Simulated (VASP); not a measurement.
# TiO2 (P1) in VASP: a series of runs

TiO2 is run at these levels: PBE+D3(BJ); tasks: single point.

Program: VASP 6.6.1. These are calculated values, not measurements. Logs are shortened: lines on timing, memory, paths and dates and some standing lists are left out, and cuts for length are marked.

### 1 The cell of the first run

The typed cell holds 12 atoms: a = 2.972 Å, b = 5.163 Å, c = 10.344 Å, α = 78.87°, β = 84.50°, γ = 73.27°.

### 2 Single point, PBE+D3(BJ) (the part above a cut slid along it)

Contents of INCAR:

```
SYSTEM = TiO2
PREC = Accurate
ENCUT = 600
EDIFF = 1E-6
ISMEAR = 0
SIGMA = 0.05
LREAL = .False.
LASPH = .True.
NELM = 120
ALGO = Normal
ISIF = 2
LWAVE = .False.
LCHARG = .False.
GGA = PE
IVDW = 12
NBANDS = 60
GGA_COMPAT = .False.
```

Contents of KPOINTS:

```
regular mesh
0
Gamma
  9 6 3
  0 0 0
```

Contents of POSCAR:

```
TiO2
1.0
    1.4862023626     -2.5741780023      0.0000000000
    1.4862023626     -0.8580593341     -4.8692577686
    9.4126149630      4.2902966706      0.0000000000
Ti O
4 8
Direct
   -0.3166833333      0.0000000000      0.9500500000
    0.4333166667      0.0000000000      0.2000500000
   -0.1500166667      0.0000000000      0.4500500000
    0.2666500000      0.0000000000      0.7000500000
    0.8672364970      0.1987580063      0.1001534995
    0.2839031637      0.1987580063      0.3501534995
    0.7005698304      0.1987580063      0.6001534995
    0.1172364970      0.1987580063      0.8501534995
    0.5827301697      0.8012419937      0.0499465005
   -0.0006031637      0.8012419937      0.2999465005
    0.4160635030      0.8012419937      0.5499465005
   -0.1672698303      0.8012419937      0.7999465005
```

Potentials or basis: VASP PAW PBE potentials, release 64 (Ti_sv, O).

Command:

```bash
cat potpaw_PBE.64/Ti_sv/POTCAR potpaw_PBE.64/O/POTCAR > POTCAR
mpirun -np 1 vasp_std > vasp.out
```

OUTCAR:

```text
SYSTEM = TiO2
   PREC = Accurate
   ENCUT = 600
   EDIFF = 1E-6
   ISMEAR = 0
   LREAL = .False.
   LASPH = .True.
   NELM = 120
   ISIF = 2
   GGA = PE
   IVDW = 12
 IVDW          = 12

 ion  position               nearest neighbor table
   1  0.683  0.000  0.950-   9 1.39   8 1.97   8 1.97  12 1.97   5 2.21   2 2.62
   2  0.433  0.000  0.200-  10 1.97   5 1.97   5 1.97  10 1.97   9 1.97   6 1.97   1 2.62
   3  0.850  0.000  0.450-   6 1.97  11 1.97  11 1.97   6 1.97  10 1.97   7 1.97
   4  0.267  0.000  0.700-   7 1.97  12 1.97  12 1.97   7 1.97  11 1.97   8 1.97
   5  0.867  0.199  0.100-   2 1.97   2 1.97   1 2.21
   6  0.284  0.199  0.350-   3 1.97   3 1.97   2 1.97
   7  0.701  0.199  0.600-   4 1.97   4 1.97   3 1.97
   8  0.117  0.199  0.850-   1 1.97   1 1.97   4 1.97
   9  0.583  0.801  0.050-   1 1.39   2 1.97
  10  0.999  0.801  0.300-   2 1.97   2 1.97   3 1.97
  11  0.416  0.801  0.550-   3 1.97   3 1.97   4 1.97
  12  0.833  0.801  0.800-   4 1.97   4 1.97   1 1.97

  LATTYP: Found a triclinic cell.
 ALAT       =     6.6577108829
 B/A-ratio  =     0.4464604693
 C/A-ratio  =     1.5969723627
 COS(alpha) =     0.0465944684
 COS(beta)  =     0.2517383253
 COS(gamma) =     0.6696907039

  Lattice vectors:

 A1 = (   2.9724047252,  -3.4322373364,  -4.8692577686)
 A2 = (   1.4862023626,  -2.5741780023,   0.0000000000)
 A3 = (  -7.9264126004,  -5.1483560047,  -4.8692577686)

Analysis of symmetry for initial positions (statically):
=====================================================================
 Subroutine PRICEL returns:
 Original cell was already a primitive cell.

 Routine SETGRP: Setting up the symmetry group for a
 triclinic supercell.

 Subroutine GETGRP returns: Found  1 space group operations
 (whereof  1 operations were pure point group operations)
 out of a pool of  2 trial point group operations.

The static configuration has the point symmetry C_1 .

Analysis of symmetry for dynamics (positions and initial velocities):
=====================================================================
 Subroutine PRICEL returns:
 Original cell was already a primitive cell.

 Routine SETGRP: Setting up the symmetry group for a
 triclinic supercell.

 Subroutine GETGRP returns: Found  1 space group operations
 (whereof  1 operations were pure point group operations)
 out of a pool of  2 trial point group operations.

The dynamic configuration has the point symmetry C_1 .

 Subroutine INISYM returns: Found  1 space group operations
 (whereof  1 operations are pure point group operations),
 and found     1 'primitive' translations

----------------------------------------------------------------------------------------

                                     Primitive cell

  volume of cell :     149.0285

  direct lattice vectors                    reciprocal lattice vectors
     1.486202363 -2.574178002  0.000000000     0.140178309 -0.307541540  0.096980329
     1.486202363 -0.858059334 -4.869257769     0.000000000  0.000000000 -0.205370109
     9.412614963  4.290296671  0.000000000     0.084106985  0.048559191  0.017114176

  length of vectors
     2.972404725  5.162822339 10.344272133     0.351620450  0.205370109  0.098614781

  position of ions in fractional coordinates (direct lattice)
     0.683316667  0.000000000  0.950050000
     0.433316667  0.000000000  0.200050000
     0.849983333  0.000000000  0.450050000
     0.266650000  0.000000000  0.700050000
     0.867236497  0.198758006  0.100153500
     0.283903164  0.198758006  0.350153500
     0.700569830  0.198758006  0.600153500
     0.117236497  0.198758006  0.850153500
     0.582730170  0.801241994  0.049946500
     0.999396836  0.801241994  0.299946500
     0.416063503  0.801241994  0.549946500
     0.832730170  0.801241994  0.799946500

  ion indices of the primitive-cell ions
   primitive index   ion index
                 1           1
                 2           2
                 3           3
                 4           4
                 5           5
                 6           6
                 7           7
                 8           8
                 9           9
                10          10
                11          11
                12          12

----------------------------------------------------------------------------------------

 KPOINTS: regular mesh

Automatic generation of k-mesh.
 Grid dimensions read from file:
 generate k-points for:    9    6    3

 Generating k-lattice:

  Cartesian coordinates                     Fractional coordinates (reciprocal lattice)
     0.015575368 -0.034171282  0.010775592     0.111111111 -0.000000000  0.000000000
     0.000000000  0.000000000 -0.034228352     0.000000000  0.166666667  0.000000000
     0.028035662  0.016186397  0.005704725    -0.000000000 -0.000000000  0.333333333

  Length of vectors
     0.039068939  0.034228352  0.032871594

  Shift w.r.t. Gamma in fractional coordinates (k-lattice)
     0.000000000  0.000000000  0.000000000

 Subroutine IBZKPT returns following result:
 ===========================================

 Found     82 irreducible k-points:

 Following reciprocal coordinates:
            Coordinates               Weight
  0.000000  0.000000  0.000000      1.000000
  0.111111  0.000000  0.000000      2.000000
  0.222222 -0.000000  0.000000      2.000000
  0.333333  0.000000  0.000000      2.000000
  0.444444 -0.000000  0.000000      2.000000
  0.000000  0.166667  0.000000      2.000000
[... 16 lines left out ...]
 -0.111111  0.333333  0.000000      2.000000
  0.000000  0.500000  0.000000      1.000000
 [... further k-points ...]
   k-points           NKPTS =     82   k-points in BZ     NKDIM =     82   number of bands    NBANDS=     60
   number of dos      NEDOS =    301   number of ions     NIONS =     12
   total plane-waves  NPLWV =  84672
   dimension x,y,z NGX =    24 NGY =   42 NGZ =   84
   dimension x,y,z NGXF=    48 NGYF=   84 NGZF=  168
   ions per type =               4   8
   NGX,Y,Z   is equivalent  to a cutoff of  13.42, 13.52, 13.50 a.u.
   NGXF,Y,Z  is equivalent  to a cutoff of  26.85, 27.05, 27.00 a.u.
 SYSTEM =  TiO2
   PREC   = accura    normal or accurate (medium, high low for compatibility)
   ISTART =      0    job   : 0-new  1-cont  2-samecut
   ICHARG =      2    charge: 1-file 2-atom 10-const
   ISPIN  =      1    spin polarized calculation?
   LNONCOLLINEAR =      F non collinear calculations
   LSORBIT =      F    spin-orbit coupling
   LASPH  =      T    aspherical Exc in radial PAW
   ENCUT  =  600.0 eV  44.10 Ry    6.64 a.u.   5.94 10.31 20.66*2*pi/ulx,y,z
   NELM   =    120;   NELMIN=  2; NELMDL= -5     # of ELM steps
   EDIFF  = 0.1E-05   stopping-criterion for ELM
   LREAL  =      F    real-space projection
[... 7 lines left out ...]
   TEBEG  =    0.0;   TEEND  =   0.0 temperature during run
   PSTRESS=    0.0 pullay stress
   NELECT =      96.0000    total number of electrons
   NUPDOWN=      -1.0000    fix difference up-down
   EMIN   =  10.00;   EMAX   =-10.00  energy-range for DOS
   EFERMI =   0.00;   METHOD = LEGACY
   ISMEAR =     0;   SIGMA  =   0.05  broadening in eV -4-tet -1-fermi 0-gaus
   EFERMI_NEDOS =   21; number of points for ismear=-14 and -15
   IALGO  =     38    algorithm
   IMIX   =      4    mixing-type and parameters
     AMIX     =   0.40;   BMIX     =  1.00
     AMIX_MAG =   1.60;   BMIX_MAG =  1.00
  volume/ion in A,a.u.               =      12.42        83.81
  Fermi-wavevector in a.u.,A,eV,Ry     =   1.413868  2.671823 27.198349  1.999022
  Thomas-Fermi vector in A             =   2.535469
   LORBIT       =      0    0 simple, 1 ext, 2 COOP (PROOUT), +10 PAW based schemes
   GGA     = PE    functional components
   LHFCALC =     F    Hartree Fock is set to
   AEXX    =    0.0000 exact exchange contribution
   IVDW    =    12    specifies the selected vdW correction
   LEPSILON=     F    determine dielectric tensor
   LRPA    =     F    only Hartree local field effects (RPA)
 non-spin polarized calculation
 Gauss-broadening in eV      SIGMA  =   0.05
  energy-cutoff  :      600.00
  volume of cell :      149.03
 maximum number of plane-waves:      5005
   NGX = 11   NGY = 21   NGZ = 41

 number of electron      96.0000002 magnetization

 Free energy of the ion-electron system (eV)
  ---------------------------------------------------
  ext. energy  EPLUGINS =         0.00000000
  ---------------------------------------------------
  free energy    TOTEN  =      -100.73448608 eV

  energy without entropy =     -100.73448608  energy(sigma->0) =     -100.73448608

 E-fermi :   2.8640     XC(G=0): -10.0357

 val. band max:        2.5800102051   @ k =  -0.2222  -0.1667   0.3333
 cond. band min:       4.7285006701   @ k =   0.0000   0.5000   0.3333
 fundamental gap:      2.1484904650
 Fermi energy:         2.8639976527

 k-point     1 :       0.0000    0.0000    0.0000
  band No.  band energies     occupation
      1     -54.3509      2.00000
      2     -54.1174      2.00000
      3     -53.8363      2.00000
      4     -53.2687      2.00000
      5     -31.4435      2.00000
      6     -30.7268      2.00000
[... 52 lines left out ...]
     59       7.1617      0.00000
     60       7.7473      0.00000

 k-point     2 :       0.1111    0.0000    0.0000
  band No.  band energies     occupation
      1     -54.3463      2.00000
      2     -54.1130      2.00000
      3     -53.8319      2.00000
      4     -53.2646      2.00000
      5     -31.4386      2.00000
      6     -30.7166      2.00000
[... 52 lines left out ...]
     59       7.1874      0.00000
     60       7.7469      0.00000

 k-point     3 :       0.2222   -0.0000    0.0000
  band No.  band energies     occupation
      1     -54.3347      2.00000
      2     -54.1018      2.00000
      3     -53.8209      2.00000
      4     -53.2541      2.00000
      5     -31.4278      2.00000
      6     -30.6949      2.00000
[... 1312 lines left out ...]
     59       7.1247      0.00000
     60       7.6700      0.00000

 k-point    24 :       0.0000    0.5000    0.0000
  band No.  band energies     occupation
      1     -54.3509      2.00000
      2     -54.1174      2.00000
      3     -53.8363      2.00000
      4     -53.2686      2.00000
      5     -31.4435      2.00000
      6     -30.7268      2.00000
[... 52 lines left out ...]
     59       7.1024      0.00000
     60       7.6356      0.00000

 [... further k-points ...]

------------------------ aborting loop because EDIFF is reached ----------------------------------------

 Edisp (eV)   -2.40041

 E8    (eV) :    -0.9353

  FORCE on cell =-STRESS in cart. coord.  units (eV):
  Direction    XX          YY          ZZ          XY          YZ          ZX
  --------------------------------------------------------------------------------------
  -------------------------------------------------------------------------------------
  Total       6.81593    21.71943    18.71934    12.43961    17.74750     9.74371
  in kB      73.27678   233.50150   201.24809   133.73587   190.80007   104.75283
  external pressure =      169.34 kB  Pullay stress =        0.00 kB

 VOLUME and BASIS-vectors are now :
 -----------------------------------------------------------------------------
  energy-cutoff  :      600.00
  volume of cell :      149.03
      direct lattice vectors                 reciprocal lattice vectors
     1.486202363 -2.574178002  0.000000000     0.140178309 -0.307541540  0.096980329
     1.486202363 -0.858059334 -4.869257769     0.000000000  0.000000000 -0.205370109
     9.412614963  4.290296671  0.000000000     0.084106985  0.048559191  0.017114176

 POSITION                                       TOTAL-FORCE (eV/Angst)
 -----------------------------------------------------------------------------------
      9.95800      2.31702      0.00000       -12.805671    -17.597663    -21.219340
      2.52699     -0.25716      0.00000         2.634256      1.706990     -1.339150
      5.49939     -0.25716      0.00000         0.599352      0.349894      0.110851
      6.98560      2.31702      0.00000         0.801207      0.371229     -0.172224
      2.52699     -1.97328     -0.96780        -0.367857      0.693368      0.969300
      4.01319      0.60090     -0.96780        -0.473179     -0.264595      0.019602
      6.98560      0.60090     -0.96780        -0.330752     -0.229979     -0.063017
      8.47180      3.17508     -0.96780         0.525681     -1.792817      0.512584
      2.52699     -1.97328     -3.90145        10.151772     17.248404     20.693617
      5.49939     -1.97328     -3.90145        -0.319867     -0.100942      0.271847
      6.98560      0.60090     -3.90145        -0.322908     -0.191989      0.044083
      9.95800      0.60090     -3.90145        -0.092034     -0.191901      0.171848
 -----------------------------------------------------------------------------------
    total drift:                                0.001460     -0.001161      0.000760

  FREE ENERGIE OF THE ION-ELECTRON SYSTEM (eV)
  ---------------------------------------------------
  free  energy   TOTEN  =      -103.1348957493 eV

  energy  without entropy=     -103.1348957493  energy(sigma->0) =     -103.13489575
```

It took 32 min on 1 thread of AMD EPYC 9755, shared host; peak memory 0.68 GiB.

What came out:

```yaml
Free_energy: -103.1349 eV
Pressure: 16.9 GPa
Largest_force: 30.396 eV/Å
Band_gap_on_the_k_mesh: 2.15 eV (least direct gap 2.22 eV)
Dispersion_energy_per_atom: -0.200 eV
```

Forces on the atoms (eV/Å):
```
Ti  -12.806 -17.598 -21.219
Ti    2.634   1.707  -1.339
Ti    0.599   0.350   0.111
Ti    0.801   0.371  -0.172
O    -0.368   0.693   0.969
O    -0.473  -0.265   0.020
O    -0.331  -0.230  -0.063
O     0.526  -1.793   0.513
O    10.152  17.248  20.694
O    -0.320  -0.101   0.272
O    -0.323  -0.192   0.044
O    -0.092  -0.192   0.172
```

Stress tensor (GPa, compression positive):
```
 7.33 13.37 10.48
13.37 23.35 19.08
10.48 19.08 20.12
```

Caveat: the cell differs from its parent crystal (the part above a cut slid along it); atoms lie so close that the PAW spheres overlap strongly, which falsifies energies and pressures; the stress differs along the axes, from 7 to 23 GPa; forces of over 1 eV/Å act on the atoms, so gaps and moduli don't describe the material at rest. A k mesh can miss the band edges.

### 3 Single point, PBE+D3(BJ) (the part above a cut slid along it)

INCAR is that of step 2.

Contents of KPOINTS:

```
Automatic mesh
0
Gamma
  9 6 3
  0 0 0
```

Contents of POSCAR:

```
TiO2
1.0
    1.4862023626     -2.5741780023      0.0000000000
    1.4862023626     -0.8580593341     -4.8692577686
   10.6511169318      3.5752472255     -4.0577148072
Ti O
4 8
Direct
   -0.3166833333     -0.7917083333      0.9500500000
    0.4333166667     -0.1667083333      0.2000500000
   -0.1500166667     -0.3750416667      0.4500500000
    0.2666500000     -0.5833750000      0.7000500000
    0.8672364970      0.1152967567      0.1001534995
    0.2839031637     -0.0930365766      0.3501534995
    0.7005698304     -0.3013699100      0.6001534995
    0.1172364970     -0.5097032433      0.8501534995
    0.5827301696      0.7596199099      0.0499465005
   -0.0006031637      0.5512865766      0.2999465005
    0.4160635030      0.3429532433      0.5499465005
   -0.1672698303      0.1346199099      0.7999465005
```

Potentials or basis: VASP PAW PBE potentials, release 64 (Ti_sv, O).

Command:

```bash
cat potpaw_PBE.64/Ti_sv/POTCAR potpaw_PBE.64/O/POTCAR > POTCAR
mpirun -np 1 vasp_std > vasp.out
```

OUTCAR:

```text
SYSTEM = TiO2
   PREC = Accurate
   ENCUT = 600
   EDIFF = 1E-6
   ISMEAR = 0
   LREAL = .False.
   LASPH = .True.
   NELM = 120
   ISIF = 2
   GGA = PE
   IVDW = 12
 IVDW          = 12

 ion  position               nearest neighbor table
   1  0.683  0.208  0.950-   5 1.75   8 1.97   8 1.97  12 1.97   9 2.06   2 2.67
   2  0.433  0.833  0.200-   5 1.97  10 1.97   5 1.97  10 1.97   6 1.97   9 1.97   1 2.67
   3  0.850  0.625  0.450-  11 1.97   6 1.97  11 1.97   6 1.97  10 1.97   7 1.97
   4  0.267  0.417  0.700-   7 1.97   7 1.97  12 1.97  12 1.97  11 1.97   8 1.97
[... 1753 lines left out ...]
 -----------------------------------------------------------------------------
  energy-cutoff  :      600.00
  volume of cell :      149.03
      direct lattice vectors                 reciprocal lattice vectors
     1.486202363 -2.574178002  0.000000000     0.140178309 -0.307541540  0.096980329
     1.486202363 -0.858059334 -4.869257769    -0.070089154 -0.040465992 -0.219631922
    10.651116932  3.575247226 -4.057714807     0.084106985  0.048559191  0.017114176

 POSITION                                       TOTAL-FORCE (eV/Angst)
 -----------------------------------------------------------------------------------
     11.44420      1.45896     -4.86926        -4.203870     -0.541767      1.782913
      4.01319     -1.11522     -4.86926         0.054226      0.203428      3.366478
      6.98560     -1.11522     -4.86926         0.004235      0.003440     -0.129716
      8.47180      1.45896     -4.86926        -0.270456     -0.136387      0.320507
      2.52699     -1.97328     -0.96780         2.589193      0.702875     -2.036091
      5.49939     -0.25716     -5.83706         0.195382      0.116391     -0.189074
      8.47180     -0.25716     -5.83706         0.037726      0.006094     -0.125844
      9.95800      2.31702     -5.83706         0.988200      0.035689      0.703532
      2.52699     -1.97328     -3.90145         0.841611      0.041239     -3.209834
      5.49939     -1.97328     -3.90145        -0.148480     -0.040891     -0.262708
      6.98560      0.60090     -3.90145         0.032579      0.006233      0.063374
      9.95800      0.60090     -3.90145        -0.120345     -0.396345     -0.283537
 -----------------------------------------------------------------------------------
    total drift:                                0.000315     -0.000859      0.000404

  FREE ENERGIE OF THE ION-ELECTRON SYSTEM (eV)
  ---------------------------------------------------
  free  energy   TOTEN  =      -106.4109499560 eV

  energy  without entropy=     -106.4109499560  energy(sigma->0) =     -106.41094996
```

stdout:

```text
POSCAR found type information on POSCAR TiO
 POSCAR found :  2 types and      12 ions
 scaLAPACK will be used
 LDA part: xc-table for (Slater+PW92), standard interpolation
 POSCAR, INCAR and KPOINTS ok, starting setup
 FFT: planning ... GRIDC
 FFT: planning ... GRID_SOFT
 FFT: planning ... GRID
 WAVECAR not read
 entering main loop
```

Run time: 20 min. Hardware: 1 thread of Oxide Virtual Turin-like, shared host; peak memory 0.7 GiB.

Results:

```yaml
Free_energy: -106.4109 eV
Pressure: 1.8 GPa
Largest_force: 4.598 eV/Å
Band_gap_on_the_k_mesh: 1.39 eV
Dispersion_energy_per_atom: -0.200 eV
```

Forces in eV/Å, atoms in the order of the input:
```
Ti  -4.204 -0.542  1.783
Ti   0.054  0.203  3.366
Ti   0.004  0.003 -0.130
Ti  -0.270 -0.136  0.321
O    2.589  0.703 -2.036
O    0.195  0.116 -0.189
O    0.038  0.006 -0.126
O    0.988  0.036  0.704
O    0.842  0.041 -3.210
O   -0.148 -0.041 -0.263
O    0.033  0.006  0.063
O   -0.120 -0.396 -0.284
```

Stress tensor (GPa, compression positive):
```
 6.07  1.54  0.25
 1.54  4.57 -0.27
 0.25 -0.27 -5.20
```

Caveat: the cell differs from its parent crystal (the part above a cut slid along it); the stress differs along the axes, from -5 to 6 GPa; forces of over 1 eV/Å act on the atoms, so gaps and moduli don't describe the material at rest.

(Continued in part 2 of 2.)
